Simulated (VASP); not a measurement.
Write the native input for VASP 6.6.1 that does the following.

* Task: single point
* Functional: PBEsol
* Potentials or basis: VASP PAW PBE potentials, release 64 (Sn_d, O)
* Cutoff: 520 eV
* k mesh: 10 × 10 × 4
* Occupations: gaussian, width 0.15 eV
* Spin: no spin polarisation
* Dipole correction: no
* Further INCAR settings: ALGO = Fast; EDIFF = 1e-06; NBANDS = 50

The structure of SnO lies in POSCAR:

```
SnO
1.0
    2.6500985213     -2.7308328929      0.0000000000
    2.6500985213      2.7308328929      0.0000000000
    0.0000000000      0.0000000000      9.4948200140
Sn O
4 4
Direct
    0.9991897041      0.0008102959      0.9998622097
    0.0008102959      0.9991897041      0.4998622097
    0.5008102959      0.4991897041      0.2571377902
    0.4991897041      0.5008102959      0.7571377902
    0.0007797023      0.4992202976      0.3785000000
    0.9992202976      0.5007797024      0.8785000000
    0.5007797024      0.9992202976      0.3785000000
    0.4992202976      0.0007797023      0.8785000000
```

This cell differs from its parent crystal: strain -0.0150 x Voigt [1, -1, 0, 0, 0, 0].

The input as run:

INCAR

```
PREC = Accurate
ENCUT = 520
EDIFF = 1E-6
ISMEAR = 0
SIGMA = 0.15
LREAL = False
LASPH = True
NELM = 100
ALGO = Fast
ISIF = 2
LWAVE = False
LCHARG = True
GGA = PS
LELF = True
LVHAR = True
NBANDS = 50
```

KPOINTS

```
regular mesh
0
Gamma
  10 10 4
```

Potentials or basis: VASP PAW PBE potentials, release 64 (Sn_d, O).

The run is started by

```console
$ cat potpaw_PBE.64/Sn_d/POTCAR potpaw_PBE.64/O/POTCAR > POTCAR
$ mpirun -np 1 vasp_std > vasp.out
```

Results of the run:

* Pressure: 0.3 GPa
* Largest force: 0.091 eV/Å
* Band gap on the k mesh: zero (bands 40 and 41 overlap by 0.14 eV)

Caveat: the cell differs from its parent crystal (strain -0.0150 x Voigt [1, -1, 0, 0, 0, 0]); the stress differs along the axes, from -2 to 3 GPa; semilocal functionals underestimate gaps, and a narrow one can read as zero; the PAW data sets were made with another functional, which shifts forces and pressure a little; spin-orbit coupling is left out, which moves the levels of the heavy elements.

Run time: 9 min on 1 thread of Oxide Virtual Turin-like Processor, on a shared host, peak memory 0.51 GiB.
